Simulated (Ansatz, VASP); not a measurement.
# LiBr in VASP and in Ansatz

```xyz
2
Lattice="0.0000 2.7445 2.7445 2.7445 0.0000 2.7445 2.7445 2.7445 0.0000" Properties=species:S:1:pos:R:3 pbc="T T T"
Li    0.0000    0.0000    0.0000
Br    2.7445    2.7445    2.7445
```

Alike in both runs: task relaxation of cell and atoms; functional PBEsol; k mesh 8 × 8 × 8; occupations gaussian, width 0.02 eV; no spin polarisation.

|  | VASP | Ansatz |
| --- | --- | --- |
| version | VASP 6.6.1 | Ansatz 0.2.0 |
| potentials or method | VASP PAW PBE potentials, release 64 (Li_sv, Br), cutoff 750 eV | scalar-relativistic, plane waves, PAW |
| valence electrons in the cell | 10 | 10 |

VASP gave:

- gap on the k mesh at the Fermi level, each at its own relaxed structure (eV): 4.99
- relaxed volume (Å³/atom): 19.81
- relaxed cell length with the largest relative difference (Å): 3.826

Task: What did Ansatz give for the same quantities?

Result: gap on the k mesh at the Fermi level, each at its own relaxed structure (eV): 4.98; relaxed volume (Å³/atom): 19.82; relaxed cell length with the largest relative difference (Å): 3.827.

VASP's potentials were made for PBE, not for PBEsol.
